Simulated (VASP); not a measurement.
Set up this calculation in VASP 6.6.1, as the native input.

- Task: single point
- Functional: PBE
- Potentials or basis: VASP PAW PBE potentials, release 64 (Ta_pv, N)
- Cutoff: 520 eV
- k mesh: 12 × 12 × 12
- Occupations: gaussian, width 0.1 eV
- Spin: no spin polarisation
- Dipole correction: no
- Further INCAR settings: ALGO = Normal; EDIFF = 1e-06; NBANDS = 33

The structure of TaN lies in POSCAR:

```
TaN
1.0
    5.2258908349      0.0000000000      0.0000000000
   -2.6129454174      4.5257542204      0.0000000000
    0.0000000000      0.0000000000      2.9226469625
Ta N
3 3
Direct
    0.3333333333      0.6666666667      0.5000000000
    0.6666666667      0.3333333333      0.5000000000
    0.0000000000      0.0000000000      0.0000000000
    0.3924947635      0.0000000000      0.0000000000
    0.6075052365      0.6075052365      0.0000000000
    0.0000000000      0.3924947635      0.0000000000
```

One way to write it, as run:

INCAR

```
ALGO = Normal
EDIFF = 1E-6
ENCUT = 520
GGA = PE
ISIF = 2
ISMEAR = 0
LASPH = True
LCHARG = True
LELF = True
LREAL = False
LVHAR = True
LWAVE = False
NBANDS = 33
NELM = 100
PREC = Accurate
SIGMA = 0.1
```

KPOINTS

```
k-points
0
Gamma
  12 12 12
```

Potentials or basis: VASP PAW PBE potentials, release 64 (Ta_pv, N).

Launch:

```bash
$ cat potpaw_PBE.64/Ta_pv/POTCAR potpaw_PBE.64/N/POTCAR > POTCAR
$ mpirun -np 1 vasp_std > vasp.out
```

It gave:

```
Pressure               : 0.7 GPa
Largest force          : 0.006 eV/Å
Band gap on the k mesh : zero (band 24 reaches 10.04 eV, above the bottom of band 25 at 6.95 eV)
```

Caveat: spin-orbit coupling is left out, which moves the levels of the heavy elements.

Wall time 120 s on 1 thread of Intel(R) Xeon(R) 6975P-C (Granite Rapids) (shared host), peak memory 0.36 GiB.
